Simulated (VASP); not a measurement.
# Pt (Fm-3m) in VASP: a series of runs, part 2 of 2

VASP 6.6.1. Earlier steps stand in the parts before.

## (3) Single point, LDA

The input, INCAR:

```
ALGO = Normal
EDIFF = 1E-6
ENCUT = 520
ISIF = 2
ISMEAR = 0
LASPH = True
LCHARG = True
LELF = True
LREAL = False
LVHAR = True
LWAVE = False
NBANDS = 11
NELM = 60
PREC = Accurate
SIGMA = 0.2
```

The input, KPOINTS:

```
k-points
0
Gamma
  14 14 14
```

The input, POSCAR:

```
Pt
1.0
    0.0000000000      1.9474302061      1.9474302061
    1.9474302061      0.0000000000      1.9474302061
    1.9474302061      1.9474302061      0.0000000000
Pt
1
Direct
    0.0000000000      0.0000000000      0.0000000000
```

Potentials or basis: VASP PAW LDA potentials, release 64 (Pt).

Run with:

```console
> cat potpaw_LDA.64/Pt/POTCAR > POTCAR
> mpirun -np 1 vasp_std > vasp.out
```

OUTCAR:

```text
EDIFF = 1E-6
   ENCUT = 520
   ISIF = 2
   ISMEAR = 0
   LASPH = True
   LREAL = False
   NELM = 60
   PREC = Accurate

 ion  position               nearest neighbor table
   1  0.000  0.000  0.000-

  LATTYP: Found a face centered cubic cell.
 ALAT       =     3.8948604122

  Lattice vectors:

 A1 = (   0.0000000000,   1.9474302061,   1.9474302061)
 A2 = (   1.9474302061,   0.0000000000,   1.9474302061)
 A3 = (   1.9474302061,   1.9474302061,   0.0000000000)

Analysis of symmetry for initial positions (statically):
=====================================================================
 Subroutine PRICEL returns:
 Original cell was already a primitive cell.

 Routine SETGRP: Setting up the symmetry group for a
 face centered cubic supercell.

 Subroutine GETGRP returns: Found 48 space group operations
 (whereof 48 operations were pure point group operations)
 out of a pool of 48 trial point group operations.

The static configuration has the point symmetry O_h .

Analysis of symmetry for dynamics (positions and initial velocities):
=====================================================================
 Subroutine PRICEL returns:
 Original cell was already a primitive cell.

 Routine SETGRP: Setting up the symmetry group for a
 face centered cubic supercell.

 Subroutine GETGRP returns: Found 48 space group operations
 (whereof 48 operations were pure point group operations)
 out of a pool of 48 trial point group operations.

The dynamic configuration has the point symmetry O_h .

 Subroutine INISYM returns: Found 48 space group operations
 (whereof 48 operations are pure point group operations),
 and found     1 'primitive' translations

----------------------------------------------------------------------------------------

                                     Primitive cell

  volume of cell :      14.7712

  direct lattice vectors                    reciprocal lattice vectors
[... 104 lines left out ...]
     AMIX     =   0.40;   BMIX     =  1.00
     AMIX_MAG =   1.60;   BMIX_MAG =  1.00
  volume/ion in A,a.u.               =      14.77        99.68
  Fermi-wavevector in a.u.,A,eV,Ry     =   1.437484  2.716450 28.114526  2.066359
  Thomas-Fermi vector in A             =   2.556556
   LORBIT       =      0    0 simple, 1 ext, 2 COOP (PROOUT), +10 PAW based schemes
   GGA     = CA    functional components
   LHFCALC =     F    Hartree Fock is set to
   AEXX    =    0.0000 exact exchange contribution
   IVDW    =     0    specifies the selected vdW correction
   LEPSILON=     F    determine dielectric tensor
   LRPA    =     F    only Hartree local field effects (RPA)
 non-spin polarized calculation
 Gauss-broadening in eV      SIGMA  =   0.20
  energy-cutoff  :      520.00
  volume of cell :       14.77
 maximum number of plane-waves:       411
   NGX = 11   NGY = 11   NGZ = 11

 number of electron      10.0000000 magnetization

 Free energy of the ion-electron system (eV)
  ---------------------------------------------------
  ext. energy  EPLUGINS =         0.00000000
  ---------------------------------------------------
  free energy    TOTEN  =        -7.52925768 eV

  energy without entropy =       -7.49673556  energy(sigma->0) =       -7.51299662

 E-fermi :  11.5464     XC(G=0): -13.8078

 val. band max:       11.5241082647   @ k =   0.5000   0.3571   0.0714
 cond. band min:      11.5588380860   @ k =   0.4286   0.1429   0.0000
 fundamental gap:      0.0347298213
 Fermi energy:        11.5464288893

 k-point     1 :       0.0000    0.0000    0.0000
  band No.  band energies     occupation
      1       1.0675      2.00000
      2       7.5999      2.00000
      3       7.5999      2.00000
      4       7.5999      2.00000
      5       9.8701      2.00000
      6       9.8701      2.00000
      7      26.1069      0.00000
      8      31.1483      0.00000
      9      31.1483      0.00000
     10      31.1483      0.00000
     11      36.6774      0.00000
[... 309 lines left out ...]
 k-point    24 :       0.2857    0.1429    0.0000
  band No.  band energies     occupation
      1       3.6462      2.00000
      2       6.4959      2.00000
      3       7.9668      2.00000
      4       8.5647      2.00000
      5       9.7368      2.00000
      6      10.6652      2.00000
      7      25.9132      0.00000
      8      28.9583      0.00000
      9      30.6304      0.00000
     10      31.9395      0.00000
     11      36.0753      0.00000

 [... further k-points ...]
[... 5 lines left out ...]
  --------------------------------------------------------------------------------------
  -------------------------------------------------------------------------------------
  Total        0.0580315      0.0580315      0.0580315      0.0000000      0.0000000      0.0000000
  in kB        6.2944595      6.2944595      6.2944595      0.0000000      0.0000000      0.0000000
  external PRESSURE =       6.2944595 kB  Pullay stress =       0.0000000 kB

 VOLUME and BASIS-vectors are now :
 -----------------------------------------------------------------------------
  energy-cutoff  :      520.00
  volume of cell :       14.77
      direct lattice vectors                 reciprocal lattice vectors
     0.000000000  1.947430206  1.947430206    -0.256748611  0.256748611  0.256748611
     1.947430206  0.000000000  1.947430206     0.256748611 -0.256748611  0.256748611
     1.947430206  1.947430206  0.000000000     0.256748611  0.256748611 -0.256748611

 POSITION                                       TOTAL-FORCE (eV/Angst)
 -----------------------------------------------------------------------------------
      0.00000      0.00000      0.00000         0.000000      0.000000      0.000000
 -----------------------------------------------------------------------------------
    total drift:                                0.000000      0.000000      0.000000

  FREE ENERGIE OF THE ION-ELECTRON SYSTEM (eV)
  ---------------------------------------------------
  free  energy   TOTEN  =        -7.5292576835 eV

  energy  without entropy=       -7.4967355571  energy(sigma->0) =       -7.51299662
```

OSZICAR:

```text
N       E                     dE             d eps       ncg     rms          rms(c)
DAV:   1     0.382754175066E+02    0.38275E+02   -0.54127E+03  2320   0.849E+02
DAV:   2    -0.733409869683E+01   -0.45610E+02   -0.43814E+02  2611   0.177E+02
DAV:   3    -0.795995262230E+01   -0.62585E+00   -0.62200E+00  2680   0.196E+01
DAV:   4    -0.796235153224E+01   -0.23989E-02   -0.23987E-02  2668   0.142E+00
DAV:   5    -0.796236934409E+01   -0.17812E-04   -0.17812E-04  2678   0.114E-01    0.141E+01
DAV:   6    -0.757892821407E+01    0.38344E+00   -0.86890E-01  2483   0.735E+00    0.725E+00
DAV:   7    -0.753397337868E+01    0.44955E-01   -0.14373E-01  2651   0.288E+00    0.262E+00
DAV:   8    -0.752939479214E+01    0.45786E-02   -0.53465E-03  2495   0.699E-01    0.533E-01
DAV:   9    -0.752925422422E+01    0.14057E-03   -0.68529E-05  2591   0.810E-02    0.118E-02
DAV:  10    -0.752925765510E+01   -0.34309E-05   -0.17928E-06  2612   0.910E-03    0.166E-03
DAV:  11    -0.752925768351E+01   -0.28404E-07   -0.43554E-08  1408   0.189E-03
   1 F= -.75292577E+01 E0= -.75129966E+01  d E =-.325221E-01
```

Wall time 25 s (1 thread of Intel Xeon 8259CL, shared host); peak memory 0.13 GiB.

What came out:

- Free energy: -7.5293 eV
- Pressure: 0.6 GPa
- Band gap on the k mesh: zero (band 5 reaches 12.07 eV, above the bottom of band 6 at 9.75 eV)

Levels at points of the mesh, in eV from the Fermi level:
| k point | band 3 | band 4 | band 5 | band 6 | band 7 | band 8 |
| --- | --- | --- | --- | --- | --- | --- |
| (0.00, 0.00, 0.00) | -3.95 | -3.95 | -1.68 | -1.68 | 14.56 | 19.60 |
| (0.50, 0.00, 0.00) | -4.00 | -0.56 | 0.05 | 0.05 | 5.99 | 14.13 |
| (0.50, 0.50, 0.00) | 0.04 | 0.52 | 0.52 | 1.73 | 9.10 | 11.41 |

Caveat: spin-orbit coupling is left out, which moves the levels of the heavy elements.

## (4) Single point, LDA

The input, INCAR:

```
PREC = Accurate
ENCUT = 520
EDIFF = 1E-6
ISMEAR = 0
SIGMA = 0.3
LREAL = F
LASPH = T
NELM = 100
ALGO = Normal
ISIF = 2
LWAVE = F
LCHARG = F
GGA = CA
NBANDS = 11
```

The input, KPOINTS:

```
Automatic mesh
0
Gamma
  14 14 14
```

POSCAR is that of step 3.

Potentials or basis: VASP PAW LDA potentials, release 64 (Pt).

Run with:

```console
> cat potpaw_LDA.64/Pt/POTCAR > POTCAR
> mpirun -np 1 vasp_std > vasp.out
```

OUTCAR:

```text
PREC = Accurate
   ENCUT = 520
   EDIFF = 1E-6
   ISMEAR = 0
   LREAL = F
   LASPH = T
   NELM = 100
   ISIF = 2
   GGA = CA

 ion  position               nearest neighbor table
   1  0.000  0.000  0.000-

  LATTYP: Found a face centered cubic cell.
 ALAT       =     3.8948604122

  Lattice vectors:

 A1 = (   0.0000000000,   1.9474302061,   1.9474302061)
 A2 = (   1.9474302061,   0.0000000000,   1.9474302061)
 A3 = (   1.9474302061,   1.9474302061,   0.0000000000)

Analysis of symmetry for initial positions (statically):
=====================================================================
 Subroutine PRICEL returns:
 Original cell was already a primitive cell.

 Routine SETGRP: Setting up the symmetry group for a
 face centered cubic supercell.

 Subroutine GETGRP returns: Found 48 space group operations
 (whereof 48 operations were pure point group operations)
 out of a pool of 48 trial point group operations.

The static configuration has the point symmetry O_h .

Analysis of symmetry for dynamics (positions and initial velocities):
=====================================================================
 Subroutine PRICEL returns:
 Original cell was already a primitive cell.

 Routine SETGRP: Setting up the symmetry group for a
 face centered cubic supercell.

 Subroutine GETGRP returns: Found 48 space group operations
 (whereof 48 operations were pure point group operations)
 out of a pool of 48 trial point group operations.

The dynamic configuration has the point symmetry O_h .

 Subroutine INISYM returns: Found 48 space group operations
 (whereof 48 operations are pure point group operations),
 and found     1 'primitive' translations

----------------------------------------------------------------------------------------

                                     Primitive cell

  volume of cell :      14.7712

[... 103 lines left out ...]
   IALGO  =     38    algorithm
   IMIX   =      4    mixing-type and parameters
     AMIX     =   0.40;   BMIX     =  1.00
     AMIX_MAG =   1.60;   BMIX_MAG =  1.00
  volume/ion in A,a.u.               =      14.77        99.68
  Fermi-wavevector in a.u.,A,eV,Ry     =   1.437484  2.716450 28.114526  2.066359
  Thomas-Fermi vector in A             =   2.556556
   LORBIT       =      0    0 simple, 1 ext, 2 COOP (PROOUT), +10 PAW based schemes
   GGA     = CA    functional components
   LHFCALC =     F    Hartree Fock is set to
   AEXX    =    0.0000 exact exchange contribution
   IVDW    =     0    specifies the selected vdW correction
   LEPSILON=     F    determine dielectric tensor
   LRPA    =     F    only Hartree local field effects (RPA)
 non-spin polarized calculation
 Gauss-broadening in eV      SIGMA  =   0.30
  energy-cutoff  :      520.00
  volume of cell :       14.77
 maximum number of plane-waves:       411
   NGX = 11   NGY = 11   NGZ = 11

 number of electron      10.0000000 magnetization

 Free energy of the ion-electron system (eV)
  ---------------------------------------------------
  ext. energy  EPLUGINS =         0.00000000
  ---------------------------------------------------
  free energy    TOTEN  =        -7.54896751 eV

  energy without entropy =       -7.48046108  energy(sigma->0) =       -7.51471430

 E-fermi :  11.5624     XC(G=0): -13.8077

 val. band max:       11.5604189166   @ k =   0.4286   0.1429   0.0000
 cond. band min:      11.5822887513   @ k =   0.5000   0.5000   0.0000
 fundamental gap:      0.0218698347
 Fermi energy:        11.5624257896

 k-point     1 :       0.0000    0.0000    0.0000
  band No.  band energies     occupation
      1       1.0675      2.00000
      2       7.6022      2.00000
      3       7.6022      2.00000
      4       7.6022      2.00000
      5       9.8703      2.00000
      6       9.8703      2.00000
      7      26.1080      0.00000
      8      31.1472      0.00000
      9      31.1472      0.00000
     10      31.1472      0.00000
     11      36.6758      0.00000
[... 309 lines left out ...]
 k-point    24 :       0.2857    0.1429    0.0000
  band No.  band energies     occupation
      1       3.6463      2.00000
      2       6.4979      2.00000
      3       7.9677      2.00000
      4       8.5665      2.00000
      5       9.7383      2.00000
      6      10.6660      1.99998
      7      25.9128      0.00000
      8      28.9592      0.00000
      9      30.6304      0.00000
     10      31.9398      0.00000
     11      36.0751      0.00000

 [... further k-points ...]
[... 5 lines left out ...]
  --------------------------------------------------------------------------------------
  -------------------------------------------------------------------------------------
  Total        0.0880914      0.0880914      0.0880914     -0.0000000      0.0000000      0.0000000
  in kB        9.5549489      9.5549489      9.5549489     -0.0000000      0.0000000      0.0000000
  external PRESSURE =       9.5549489 kB  Pullay stress =       0.0000000 kB

 VOLUME and BASIS-vectors are now :
 -----------------------------------------------------------------------------
  energy-cutoff  :      520.00
  volume of cell :       14.77
      direct lattice vectors                 reciprocal lattice vectors
     0.000000000  1.947430206  1.947430206    -0.256748611  0.256748611  0.256748611
     1.947430206  0.000000000  1.947430206     0.256748611 -0.256748611  0.256748611
     1.947430206  1.947430206  0.000000000     0.256748611  0.256748611 -0.256748611

 POSITION                                       TOTAL-FORCE (eV/Angst)
 -----------------------------------------------------------------------------------
      0.00000      0.00000      0.00000         0.000000      0.000000      0.000000
 -----------------------------------------------------------------------------------
    total drift:                                0.000000     -0.000000      0.000000

  FREE ENERGIE OF THE ION-ELECTRON SYSTEM (eV)
  ---------------------------------------------------
  free  energy   TOTEN  =        -7.5489675137 eV

  energy  without entropy=       -7.4804610790  energy(sigma->0) =       -7.51471430
```

OSZICAR:

```text
N       E                     dE             d eps       ncg     rms          rms(c)
DAV:   1     0.382676693361E+02    0.38268E+02   -0.54127E+03  2320   0.849E+02
DAV:   2    -0.735252066809E+01   -0.45620E+02   -0.43828E+02  2611   0.177E+02
DAV:   3    -0.797817025561E+01   -0.62565E+00   -0.62193E+00  2680   0.196E+01
DAV:   4    -0.798057125180E+01   -0.24010E-02   -0.24008E-02  2668   0.142E+00
DAV:   5    -0.798058910598E+01   -0.17854E-04   -0.17856E-04  2678   0.114E-01    0.141E+01
DAV:   6    -0.759864620877E+01    0.38194E+00   -0.86499E-01  2483   0.734E+00    0.729E+00
DAV:   7    -0.755369013182E+01    0.44956E-01   -0.14424E-01  2651   0.289E+00    0.263E+00
DAV:   8    -0.754911397703E+01    0.45762E-02   -0.56796E-03  2492   0.718E-01    0.542E-01
DAV:   9    -0.754896399414E+01    0.14998E-03   -0.86966E-05  2582   0.906E-02    0.118E-02
DAV:  10    -0.754896747573E+01   -0.34816E-05   -0.20377E-06  2670   0.971E-03    0.171E-03
DAV:  11    -0.754896751365E+01   -0.37922E-07   -0.41667E-08  1411   0.188E-03
   1 F= -.75489675E+01 E0= -.75147143E+01  d E =-.685064E-01
```

stdout:

```text
POSCAR found type information on POSCAR Pt
 POSCAR found :  1 types and       1 ions
 scaLAPACK will be used
 LDA part: xc-table for (Slater(with rela. corr.)+CA(PZ))
 , standard interpolation
 POSCAR, INCAR and KPOINTS ok, starting setup
 FFT: planning ... GRIDC
 FFT: planning ... GRID_SOFT
 FFT: planning ... GRID
 WAVECAR not read
 entering main loop
```

Run time: 24 s. Hardware: 1 thread of Intel Xeon 8259CL, shared host; peak memory 0.13 GiB.

What came out:

```
Free energy            : -7.5490 eV
Pressure               : 1.0 GPa
Band gap on the k mesh : zero (band 5 reaches 12.07 eV, above the bottom of band 6 at 9.75 eV)
```

Levels at points of the mesh, in eV from the Fermi level:
```tsv
k point	band 3	band 4	band 5	band 6	band 7	band 8
(0.00, 0.00, 0.00)	-3.96	-3.96	-1.69	-1.69	14.55	19.58
(0.50, 0.00, 0.00)	-4.02	-0.58	0.04	0.04	5.98	14.12
(0.50, 0.50, 0.00)	0.02	0.50	0.50	1.71	9.08	11.39
```

Caveat: spin-orbit coupling is left out, which moves the levels of the heavy elements.

## (5) Single point, LDA

The input, INCAR:

```
  PREC = Accurate
  ENCUT = 520
  EDIFF = 1E-7
  ISMEAR = 0
  SIGMA = 0.6
  LREAL = F
  LASPH = T
  NELM = 60
  ALGO = Normal
  ISIF = 2
  LWAVE = F
  LCHARG = F
  NBANDS = 11
```

The input, KPOINTS:

```
regular mesh
0
Gamma
  14 14 14
```

POSCAR is that of step 4.

Run with:

```console
> cat potpaw_LDA.64/Pt/POTCAR > POTCAR
> mpirun -np 1 vasp_std > vasp.out
```

It took 22 s on 1 thread of Intel Xeon 8259CL, shared host; peak memory 0.13 GiB.

It converged, with:

| Quantity | Value |
| --- | --- |
| Free energy | -7.6394 eV |
| Pressure | 2.1 GPa |
| Band gap on the k mesh | zero (band 5 reaches 12.07 eV, above the bottom of band 6 at 9.75 eV) |

Levels at points of the mesh, in eV from the Fermi level:
```tsv
k point	band 2	band 3	band 4	band 5	band 6	band 7	band 8	band 9
(0.00, 0.00, 0.00)	-4.01	-4.01	-4.01	-1.75	-1.75	14.50	19.53	19.53
(0.50, 0.00, 0.00)	-4.07	-4.07	-0.63	-0.01	-0.01	5.93	14.07	18.97
(0.50, 0.50, 0.00)	-6.94	-0.03	0.46	0.46	1.66	9.03	11.34	11.34
```

Caveat: spin-orbit coupling is left out, which moves the levels of the heavy elements.

## (6) Single point, LDA

The input, INCAR:

```
PREC     = Accurate       # precision mode
ENCUT    = 520            # plane-wave cutoff, eV
EDIFF    = 1E-6           # SCF threshold, eV
ISMEAR   = 0              # smearing method
SIGMA    = 1.0            # smearing width, eV
LREAL    = False          # projectors in reciprocal space
LASPH    = True           # aspherical terms in the spheres
NELM     = 100            # most SCF steps
ALGO     = Normal         # electronic algorithm
ISIF     = 2              # what is computed and relaxed
LWAVE    = False          # write WAVECAR
LCHARG   = True           # write CHGCAR
LELF     = True           # ELF
LVHAR    = True         
NBANDS   = 11             # bands
```

KPOINTS is that of step 5.

POSCAR is that of step 5.

Potentials or basis: VASP PAW LDA potentials, release 64 (Pt).

Run with:

```console
> cat potpaw_LDA.64/Pt/POTCAR > POTCAR
> mpirun -np 1 vasp_std > vasp.out
```

Run time: 25 s. Hardware: 1 thread of Intel Xeon 8259CL, shared host; peak memory 0.13 GiB.

It converged, with:

| Item | Value |
| --- | --- |
| Free energy | -7.8152 eV |
| Pressure | 3.9 GPa |
| Band gap on the k mesh | zero (band 5 reaches 12.08 eV, above the bottom of band 6 at 9.75 eV) |

Levels at points of the mesh, in eV from the Fermi level:
```
           k point  band 3  band 4  band 5  band 6  band 7  band 8
(0.00, 0.00, 0.00)   -4.09   -4.09   -1.84   -1.84   14.41   19.44
(0.50, 0.00, 0.00)   -4.16   -0.72   -0.10   -0.10    5.84   13.98
(0.50, 0.50, 0.00)   -0.13    0.37    0.37    1.57    8.94   11.25
```

Caveat: spin-orbit coupling is left out, which moves the levels of the heavy elements.

## (7) The runs side by side

```tsv
smearing	gap on the mesh (eV)	pressure (GPa)
gaussian 0.1 eV	none	0.4
gaussian 0.2 eV	none	0.6
gaussian 0.3 eV	none	1.0
gaussian 0.6 eV	none	2.1
gaussian 1 eV	none	3.9
```

Alike in all rows: task single point; level LDA; potentials or basis VASP PAW LDA potentials, release 64 (Pt); no spin polarisation; cell as given; k mesh 14 × 14 × 14; cutoff (eV) 520.

Every run on the cell as given and a fine mesh finds a metal.

Caveats: spin-orbit coupling is left out, which moves the levels of the heavy elements.

Total energies depend on the potentials used, so only differences within one code and one set of settings carry meaning.
